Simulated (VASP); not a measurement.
# Zn2GeN2 (I4/mmm) in VASP: notebook

Zn2GeN2 is run at these levels: PBE; tasks: single point, relaxation of cell and atoms.

All numbers are computed with VASP 6.6.1; they aren't measurements. Logs are shortened: lines on timing, memory, paths and dates and some standing lists are left out, and cuts for length are marked.

**1. The cell of the first run**

It takes space group I4/mmm (No. 139, tetragonal). The conventional cell has a = 3.981 Å, b = 3.981 Å, c = 8.198 Å, α = 90.00°, β = 90.00°, γ = 90.00°. Within 2.9 Å of Zn (site symmetry 4mm) lie 4 N at 2.09 Å and 1 Ge at 2.70 Å and 1 Zn at 2.80 Å. Within 3.6 Å of Ge (site symmetry 4/mmm) lie 10 Zn at 2.70 to 3.14 Å and 8 N at 2.86 Å. N (site symmetry -4m2) has 4 Zn at 2.09 Å and 4 N at 2.81 Å and 4 Ge at 2.86 Å within 2.9 Å.

The cell was generated, and may not be a known phase.

**2. Single point, PBE**

The input, INCAR:

```
  ALGO = Normal
  EDIFF = 1E-6
  ENCUT = 520
  GGA = PE
  ISIF = 2
  ISMEAR = 0
  LASPH = T
  LCHARG = T
  LELF = T
  LREAL = F
  LVHAR = T
  LWAVE = F
  NBANDS = 32
  NELM = 80
  PREC = Accurate
  SIGMA = 0.1
```

The input, KPOINTS:

```
k-points
0
Gamma
  6 6 6
```

The input, POSCAR:

```
Zn2GeN2
1.0
   -1.9903301769      1.9903301769      4.0989664854
    1.9903301769     -1.9903301769      4.0989664854
    1.9903301769      1.9903301769     -4.0989664854
Zn Ge N
2 1 2
Direct
    0.3289551042      0.3289551042      0.0000000000
    0.6710448958      0.6710448958      0.0000000000
    0.0000000000      0.0000000000      0.0000000000
    0.7500000000      0.2500000000      0.5000000000
    0.2500000000      0.7500000000      0.5000000000
```

Potentials or basis: VASP PAW PBE potentials, release 64 (Zn, Ge_d, N).

On the command line:

```sh
$ cat potpaw_PBE.64/Zn/POTCAR potpaw_PBE.64/Ge_d/POTCAR potpaw_PBE.64/N/POTCAR > POTCAR
$ mpirun -np 1 vasp_std > vasp.out
```

OUTCAR:

```text
EDIFF = 1E-6
   ENCUT = 520
   GGA = PE
   ISIF = 2
   ISMEAR = 0
   LASPH = T
   LREAL = F
   NELM = 80
   PREC = Accurate

 ion  position               nearest neighbor table
   1  0.329  0.329  0.000-   4 2.09   5 2.09   5 2.09   4 2.09   3 2.70   2 2.80
   2  0.671  0.671  0.000-   5 2.09   4 2.09   4 2.09   5 2.09   3 2.70   1 2.80
   3  0.000  0.000  0.000-   1 2.70   2 2.70
   4  0.750  0.250  0.500-   1 2.09   2 2.09   1 2.09   2 2.09
   5  0.250  0.750  0.500-   1 2.09   2 2.09   1 2.09   2 2.09

  LATTYP: Found a body centered tetragonal cell.
 ALAT       =     3.9806603538
 C/A-ratio  =     2.0594404551

  Lattice vectors:

 A1 = (  -1.9903301769,   1.9903301769,   4.0989664854)
 A2 = (   1.9903301769,  -1.9903301769,   4.0989664854)
 A3 = (   1.9903301769,   1.9903301769,  -4.0989664854)

Analysis of symmetry for initial positions (statically):
=====================================================================
 Subroutine PRICEL returns:
 Original cell was already a primitive cell.

 Routine SETGRP: Setting up the symmetry group for a
 body centered tetragonal supercell.

 Subroutine GETGRP returns: Found 16 space group operations
 (whereof 16 operations were pure point group operations)
 out of a pool of 16 trial point group operations.

The static configuration has the point symmetry D_4h.

Analysis of symmetry for dynamics (positions and initial velocities):
=====================================================================
 Subroutine PRICEL returns:
 Original cell was already a primitive cell.

 Routine SETGRP: Setting up the symmetry group for a
 body centered tetragonal supercell.

 Subroutine GETGRP returns: Found 16 space group operations
 (whereof 16 operations were pure point group operations)
 out of a pool of 16 trial point group operations.

The dynamic configuration has the point symmetry D_4h.

 Subroutine INISYM returns: Found 16 space group operations
 (whereof 16 operations are pure point group operations),
 and found     1 'primitive' translations

----------------------------------------------------------------------------------------

                                     Primitive cell

  volume of cell :      64.9508

  direct lattice vectors                    reciprocal lattice vectors
    -1.990330177  1.990330177  4.098966485     0.000000000  0.251214600  0.121981968
     1.990330177 -1.990330177  4.098966485     0.251214600  0.000000000  0.121981968
     1.990330177  1.990330177 -4.098966485     0.251214600  0.251214600  0.000000000

  length of vectors
     4.972359065  4.972359065  4.972359065     0.279263990  0.279263990  0.355271095

  position of ions in fractional coordinates (direct lattice)
     0.328955104  0.328955104  0.000000000
     0.671044896  0.671044896  0.000000000
     0.000000000  0.000000000  0.000000000
     0.750000000  0.250000000  0.500000000
     0.250000000  0.750000000  0.500000000

  ion indices of the primitive-cell ions
   primitive index   ion index
                 1           1
                 2           2
                 3           3
                 4           4
                 5           5

----------------------------------------------------------------------------------------

 KPOINTS: k-points

Automatic generation of k-mesh.
 Grid dimensions read from file:
 generate k-points for:    6    6    6

 Generating k-lattice:

  Cartesian coordinates                     Fractional coordinates (reciprocal lattice)
     0.000000000  0.041869100  0.020330328     0.166666667  0.000000000  0.000000000
     0.041869100  0.000000000  0.020330328     0.000000000  0.166666667  0.000000000
     0.041869100  0.041869100  0.000000000     0.000000000  0.000000000  0.166666667

  Length of vectors
     0.046543998  0.046543998  0.059211849

  Shift w.r.t. Gamma in fractional coordinates (k-lattice)
     0.000000000  0.000000000  0.000000000

 Subroutine IBZKPT returns following result:
 ===========================================

 Found     30 irreducible k-points:

 Following reciprocal coordinates:
            Coordinates               Weight
  0.000000  0.000000  0.000000      1.000000
  0.166667  0.000000  0.000000      8.000000
  0.333333  0.000000 -0.000000      8.000000
  0.500000  0.000000  0.000000      4.000000
  0.166667  0.166667  0.000000      8.000000
  0.333333  0.166667 -0.000000     16.000000
[... 16 lines left out ...]
 -0.333333 -0.333333  0.166667      8.000000
 -0.166667 -0.333333  0.166667      8.000000
 [... further k-points ...]
   k-points           NKPTS =     30   k-points in BZ     NKDIM =     30   number of bands    NBANDS=     32
   number of dos      NEDOS =    301   number of ions     NIONS =      5
   total plane-waves  NPLWV =  64000
   dimension x,y,z NGX =    40 NGY =   40 NGZ =   40
   dimension x,y,z NGXF=    80 NGYF=   80 NGZF=   80
   ions per type =               2   1   2
   NGX,Y,Z   is equivalent  to a cutoff of  13.37, 13.37, 13.37 a.u.
   NGXF,Y,Z  is equivalent  to a cutoff of  26.75, 26.75, 26.75 a.u.
 SYSTEM =  unknown system
   PREC   = accura    normal or accurate (medium, high low for compatibility)
   ISTART =      0    job   : 0-new  1-cont  2-samecut
   ICHARG =      2    charge: 1-file 2-atom 10-const
   ISPIN  =      1    spin polarized calculation?
   LNONCOLLINEAR =      F non collinear calculations
   LSORBIT =      F    spin-orbit coupling
   LASPH  =      T    aspherical Exc in radial PAW
   ENCUT  =  520.0 eV  38.22 Ry    6.18 a.u.   9.25  9.25  9.25*2*pi/ulx,y,z
   NELM   =     80;   NELMIN=  2; NELMDL= -5     # of ELM steps
   EDIFF  = 0.1E-05   stopping-criterion for ELM
   LREAL  =      F    real-space projection
   EDIFFG = 0.1E-04   stopping-criterion for IOM
   NSW    =      0    number of steps for IOM
   IBRION =     -1    ionic relax: 0-MD 1-quasi-New 2-CG
   NFREE  =      0    steps in history (QN), initial steepest desc. (CG)
   ISIF   =      2    stress and relaxation
   ISYM   =      2    0-nonsym 1-usesym 2-fastsym
   POTIM  = 0.5000    time-step for ionic-motion
   TEBEG  =    0.0;   TEEND  =   0.0 temperature during run
   PSTRESS=    0.0 pullay stress
   NELECT =      48.0000    total number of electrons
   NUPDOWN=      -1.0000    fix difference up-down
   EMIN   =  10.00;   EMAX   =-10.00  energy-range for DOS
   EFERMI =   0.00;   METHOD = LEGACY
   ISMEAR =     0;   SIGMA  =   0.10  broadening in eV -4-tet -1-fermi 0-gaus
   EFERMI_NEDOS =   21; number of points for ismear=-14 and -15
   IALGO  =     38    algorithm
   IMIX   =      4    mixing-type and parameters
     AMIX     =   0.40;   BMIX     =  1.00
     AMIX_MAG =   1.60;   BMIX_MAG =  1.00
  volume/ion in A,a.u.               =      12.99        87.66
  Fermi-wavevector in a.u.,A,eV,Ry     =   1.480109  2.797000 29.806592  2.190723
  Thomas-Fermi vector in A             =   2.594184
   LORBIT       =      0    0 simple, 1 ext, 2 COOP (PROOUT), +10 PAW based schemes
   GGA     = PE    functional components
   LHFCALC =     F    Hartree Fock is set to
   AEXX    =    0.0000 exact exchange contribution
   IVDW    =     0    specifies the selected vdW correction
   LEPSILON=     F    determine dielectric tensor
   LRPA    =     F    only Hartree local field effects (RPA)
 non-spin polarized calculation
 Gauss-broadening in eV      SIGMA  =   0.10
  energy-cutoff  :      520.00
  volume of cell :       64.95
 maximum number of plane-waves:      1779
 NGX is ok and might be reduce to    40
   NGX = 19   NGY = 19   NGZ = 19

 number of electron      48.0000006 magnetization

 Free energy of the ion-electron system (eV)
  ---------------------------------------------------
  ext. energy  EPLUGINS =         0.00000000
  ---------------------------------------------------
  free energy    TOTEN  =       -19.02791899 eV

  energy without entropy =      -19.02266295  energy(sigma->0) =      -19.02529097

 E-fermi :   4.1197     XC(G=0): -11.4626

 val. band max:        4.1075065012   @ k =   0.5000   0.5000   0.3333
 cond. band min:       4.1779696744   @ k =  -0.3333  -0.3333   0.3333
 fundamental gap:      0.0704631732
 Fermi energy:         4.1197377413

 k-point     1 :       0.0000    0.0000    0.0000
  band No.  band energies     occupation
      1     -21.1176      2.00000
      2     -21.0934      2.00000
      3     -21.0934      2.00000
      4     -21.0805      2.00000
      5     -21.0780      2.00000
      6     -11.4404      2.00000
[... 24 lines left out ...]
     31      13.8894      0.00000
     32      15.1449      0.00000

 k-point     2 :       0.1667    0.0000    0.0000
  band No.  band energies     occupation
      1     -21.1172      2.00000
      2     -21.0939      2.00000
      3     -21.0933      2.00000
      4     -21.0808      2.00000
      5     -21.0771      2.00000
      6     -11.2444      2.00000
[... 24 lines left out ...]
     31      13.4122      0.00000
     32      13.9803      0.00000

 k-point     3 :       0.3333    0.0000   -0.0000
  band No.  band energies     occupation
      1     -21.1165      2.00000
      2     -21.0949      2.00000
      3     -21.0931      2.00000
      4     -21.0815      2.00000
      5     -21.0753      2.00000
      6     -10.7054      2.00000
[... 24 lines left out ...]
     31      11.9735      0.00000
     32      13.9626      0.00000

 k-point     4 :       0.5000    0.0000    0.0000
  band No.  band energies     occupation
      1     -21.1161      2.00000
      2     -21.0954      2.00000
      3     -21.0930      2.00000
      4     -21.0819      2.00000
      5     -21.0743      2.00000
      6      -9.9991      2.00000
[... 24 lines left out ...]
     31      11.3350      0.00000
     32      15.1585      0.00000

 k-point     5 :       0.1667    0.1667    0.0000
  band No.  band energies     occupation
      1     -21.1168      2.00000
      2     -21.0938      2.00000
      3     -21.0937      2.00000
      4     -21.0812      2.00000
      5     -21.0762      2.00000
      6     -11.0193      2.00000
[... 584 lines left out ...]
     31      13.8889      0.00000
     32      14.2129      0.00000

 k-point    22 :      -0.1667    0.5000    0.1667
  band No.  band energies     occupation
      1     -21.1163      2.00000
      2     -21.0948      2.00000
      3     -21.0929      2.00000
      4     -21.0815      2.00000
      5     -21.0754      2.00000
      6     -10.5551      2.00000
[... 24 lines left out ...]
     31      11.8964      0.00000
     32      14.0215      0.00000

 k-point    23 :      -0.3333   -0.3333    0.1667
  band No.  band energies     occupation
      1     -21.1166      2.00000
      2     -21.0937      2.00000
      3     -21.0934      2.00000
      4     -21.0812      2.00000
      5     -21.0764      2.00000
      6     -10.8531      2.00000
[... 24 lines left out ...]
     31      13.1351      0.00000
     32      13.3621      0.00000

 k-point    24 :      -0.1667   -0.3333    0.1667
  band No.  band energies     occupation
      1     -21.1170      2.00000
      2     -21.0937      2.00000
      3     -21.0931      2.00000
      4     -21.0808      2.00000
      5     -21.0773      2.00000
      6     -11.1011      2.00000
[... 24 lines left out ...]
     31      13.0877      0.00000
     32      13.3187      0.00000

 [... further k-points ...]
[... 5 lines left out ...]
  --------------------------------------------------------------------------------------
  -------------------------------------------------------------------------------------
  Total        0.2731363      0.2731363      0.1058192      0.0000000      0.0000000      0.0000000
  in kB        6.7376025      6.7376025      2.6103002      0.0000000      0.0000000      0.0000000
  external PRESSURE =       5.3618351 kB  Pullay stress =       0.0000000 kB

 VOLUME and BASIS-vectors are now :
 -----------------------------------------------------------------------------
  energy-cutoff  :      520.00
  volume of cell :       64.95
      direct lattice vectors                 reciprocal lattice vectors
    -1.990330177  1.990330177  4.098966485     0.000000000  0.251214600  0.121981968
     1.990330177 -1.990330177  4.098966485     0.251214600  0.000000000  0.121981968
     1.990330177  1.990330177 -4.098966485     0.251214600  0.251214600  0.000000000

 POSITION                                       TOTAL-FORCE (eV/Angst)
 -----------------------------------------------------------------------------------
      0.00000      0.00000      2.69675         0.000000      0.000000      0.055018
      0.00000      0.00000      5.50118         0.000000      0.000000     -0.055018
      0.00000      0.00000      0.00000        -0.000000     -0.000000      0.000000
     -0.00000      1.99033      2.04948        -0.000000     -0.000000      0.000000
      1.99033     -0.00000      2.04948        -0.000000     -0.000000      0.000000
 -----------------------------------------------------------------------------------
    total drift:                                0.000000      0.000000     -0.000000

  FREE ENERGIE OF THE ION-ELECTRON SYSTEM (eV)
  ---------------------------------------------------
  free  energy   TOTEN  =       -19.0279189942 eV

  energy  without entropy=      -19.0226629480  energy(sigma->0) =      -19.02529097
```

Run time: 2.5 min. Hardware: 1 thread of Oxide Virtual Turin-like, shared host; peak memory 0.23 GiB.

What came out:

| Item | Value |
| --- | --- |
| Free energy | -19.0279 eV |
| Pressure | 0.5 GPa |
| Largest force | 0.055 eV/Å |
| Band gap on the k mesh | zero (bands 24 and 25 overlap by 1.09 eV) |

Forces in eV/Å, atoms in the order of the input:
```
Zn   0.000  0.000  0.055
Zn   0.000  0.000 -0.055
Ge   0.000  0.000  0.000
N    0.000  0.000  0.000
N    0.000  0.000  0.000
```

Stress tensor (GPa, compression positive):
```
0.67 0.00 0.00
0.00 0.67 0.00
0.00 0.00 0.26
```

**3. Single point, PBE**

This run uses another cell than the first one, of 13.38 Å³/atom.

The input, INCAR:

```
SYSTEM = Zn2GeN2
  ALGO = Normal
  EDIFF = 1E-6
  ENCUT = 520
  GGA = PE
  ISIF = 2
  ISMEAR = 0
  LASPH = .TRUE.
  LCHARG = .FALSE.
  LREAL = .FALSE.
  LWAVE = .FALSE.
  NBANDS = 32
  NELM = 80
  PREC = Accurate
  SIGMA = 0.1
```

The input, KPOINTS:

```
k-points
0
G
  6 6 6
  0 0 0
```

The input, POSCAR:

```
Zn2GeN2
1.0
   -1.9119272000      1.9119272000      4.5757692500
    1.9119272000     -1.9119272000      4.5757692500
    1.9119272000      1.9119272000     -4.5757692500
Zn Ge N
2 1 2
Direct
    0.3700000000      0.3700000000      0.0000000000
    0.6300000000      0.6300000000      0.0000000000
    0.0000000000      0.0000000000      0.0000000000
    0.7500000000      0.2500000000      0.5000000000
    0.2500000000      0.7500000000      0.5000000000
```

Potentials or basis: VASP PAW PBE potentials, release 64 (Zn, Ge_d, N).

On the command line:

```sh
$ cat potpaw_PBE.64/Zn/POTCAR potpaw_PBE.64/Ge_d/POTCAR potpaw_PBE.64/N/POTCAR > POTCAR
$ mpirun -np 1 vasp_std > vasp.out
```

Run time: 2.5 min. Hardware: 1 thread of Oxide Virtual Turin-like, shared host; peak memory 0.23 GiB.

It converged, with:

```
Free energy            : -18.2825 eV
Pressure               : -6.6 GPa
Largest force          : 1.922 eV/Å
Band gap on the k mesh : zero (bands 24 and 25 overlap by 1.26 eV)
```

Forces on the atoms (eV/Å):
```
Zn   0.000  0.000 -1.922
Zn   0.000  0.000  1.922
Ge   0.000  0.000  0.000
N    0.000  0.000  0.000
N    0.000  0.000  0.000
```

Stress tensor (GPa, compression positive):
```
-8.30  0.00  0.00
 0.00 -8.30  0.00
 0.00  0.00 -3.30
```

Levels at points of the mesh, in eV from the Fermi level:
```tsv
k point	band 21	band 22	band 23	band 24	band 25	band 26	band 27	band 28
(0.00, 0.00, 0.00)	-2.73	-0.33	0.22	0.22	0.46	0.82	0.82	2.51
(0.50, 0.00, 0.00)	-2.52	-1.63	-1.44	-0.71	-0.67	2.56	2.97	5.28
(0.50, 0.50, 0.00)	-4.16	-2.20	-1.04	-1.03	1.19	1.19	1.95	2.09
(0.50, 0.50, 0.50)	-1.95	-0.08	0.42	0.42	0.65	1.42	2.39	2.39
```

Caveat: the stress differs along the axes, from -8 to -3 GPa; forces of over 1 eV/Å act on the atoms, so gaps and moduli don't describe the material at rest.

[end of part 1 of 2]

The gap in the log of VASP goes by the Fermi energy; the results here count the filled bands.